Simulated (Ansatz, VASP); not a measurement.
Two plane-wave programs on GeSbTe3

Contents of INCAR:

```
ALGO = Normal
EDIFF = 1E-6
EDIFFG = -0.04
ENCUT = 600
GGA = PE
IBRION = 2
ISIF = 3
ISMEAR = 0
LASPH = T
LCHARG = F
LREAL = F
LWAVE = F
NELM = 100
NSW = 90
PREC = Accurate
SIGMA = 0.1
```

The input KPOINTS:

```
k-points
0
Gamma
  6 6 4
```

POSCAR

```
GeSbTe3
1.0
    5.6584868500      0.0000000000      0.0000000000
   -2.8292434300      4.9003933600      0.0000000000
    0.0000000000      0.0000000000      6.7673330900
Ge Sb Te
1 1 3
Direct
    0.0000000000      0.0000000000      0.5000000000
    0.0000000000      0.0000000000      0.0000000000
    0.5000000000      0.0000000000      0.0000000000
    0.0000000000      0.5000000000      0.0000000000
    0.5000000000      0.5000000000      0.0000000000
```

Input for Ansatz:

```yaml
crystal:
  lattice:
    - [5.65848685, 0.0, 0.0]
    - [-2.82924343, 4.90039336, 0.0]
    - [0.0, 0.0, 6.76733309]
  atoms:
    - { symbol: Ge, position: [0.0, 0.0, 0.5] }
    - { symbol: Sb, position: [0.0, 0.0, 0.0] }
    - { symbol: Te, position: [0.5, 0.0, 0.0] }
    - { symbol: Te, position: [0.0, 0.5, 0.0] }
    - { symbol: Te, position: [0.5, 0.5, 0.0] }
basis:
  ecutwfc: 420
kpoints:
  mp_grid: { grid: [6, 6, 4] }
hamiltonian:
  xc: pbe
scf:
  occupations: { method: gaussian, width: 0.1 }
  lower_state_search: "off"
output:
  forces: true
  stress: true
  eigenvalues: true
relax:
  adjacent_minimum: "off"
  f_tol: 0.04
  max_steps: 70
  cell: { stress_tol: 0.4 }
```

Alike in both runs: task relaxation of cell and atoms; functional PBE; k mesh 6 × 6 × 4; occupations gaussian, width 0.1 eV; no spin polarisation.

|  | VASP | Ansatz |
| --- | --- | --- |
| version | VASP 6.6.1 | Ansatz 0.2.0 |
| potentials or method | VASP PAW PBE potentials, release 64 (Ge_d, Sb, Te), cutoff 600 eV | scalar-relativistic, plane waves, PAW |
| valence electrons in the cell | 37 | 77 |

```tsv
	VASP	Ansatz	Ansatz less VASP
gap on the k mesh at the Fermi level, each at its own relaxed structure (eV)	none	none	-
relaxed volume (Å³/atom)	39.03	39.04	+0.012
relaxed length of the cell vector where the two differ most in proportion (Å)	5.437	5.438	+0.0007
```

A gap of «none» marks a metal or a gap that the smearing closes. VASP's potentials hold 37 valence electrons a cell and Ansatz's 77, so a difference there can come from the potentials and not from the codes.

Spin-orbit coupling is off throughout.
